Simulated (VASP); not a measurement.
Wanted: the native input for a VASP 6.6.1 run.

- Task: relaxation of cell and atoms
- Functional: PBE
- Dispersion: D3(BJ)
- Potentials or basis: VASP PAW PBE potentials, release 64 (Ga_d, Sb)
- Cutoff: 600 eV
- k mesh: 12 × 12 × 12
- Occupations: gaussian, width 0.1 eV
- Spin: no spin polarisation
- Dipole correction: no
- Further INCAR settings: ALGO = Normal; EDIFF = 1e-06; IBRION = 2; EDIFFG = -0.005; NSW = 100; ISIF = 3

The structure of GaSb lies in POSCAR:

```
GaSb
1.0
    0.0000000000      3.0590000000      3.0590000000
    3.0590000000      0.0000000000      3.0590000000
    3.0590000000      3.0590000000      0.0000000000
Ga Sb
1 1
Direct
    0.0000000000      0.0000000000      0.0000000000
    0.7500000000      0.7500000000      0.7500000000
```

The input as run:

INCAR

```
  PREC = Accurate
  ENCUT = 600
  EDIFF = 1E-6
  ISMEAR = 0
  SIGMA = 0.1
  LREAL = False
  LASPH = True
  NELM = 80
  ALGO = Normal
  ISIF = 3
  LWAVE = False
  LCHARG = False
  GGA = PE
  IVDW = 12
  IBRION = 2
  NSW = 100
  EDIFFG = -0.005
```

KPOINTS

```
Automatic mesh
0
Gamma
  12 12 12
```

Potentials or basis: VASP PAW PBE potentials, release 64 (Ga_d, Sb).

Run with:

```bash
$ cat potpaw_PBE.64/Ga_d/POTCAR potpaw_PBE.64/Sb/POTCAR > POTCAR
$ mpirun -np 1 vasp_std > vasp.out
```

Results of the run:

```json
{
 "Relaxed volume": "28.83 Å³/atom",
 "Relaxed cell": "a = 4.336 Å, b = 4.336 Å, c = 4.336 Å, α = 60.00°, β = 60.00°, γ = 60.00°",
 "Space group after relaxing (to 0.05 Å)": "F-43m (No. 216)",
 "Energy gained by relaxing": "0.2 meV/atom",
 "Ionic steps": "5",
 "Pressure after relaxing": "0.0 GPa",
 "Band gap on the k mesh": "zero (filled and empty bands touch)",
 "Dispersion energy per atom": "-0.330 eV"
}
```

Caveat: spin-orbit coupling is left out, which moves the levels of the heavy elements; pairwise dispersion overbinds metals, which lowers pressure and volume.

It took 2.1 min on 1 thread of Intel(R) Xeon(R) Platinum 8488C (Sapphire Rapids), with other jobs on the host, peak memory 0.27 GiB.
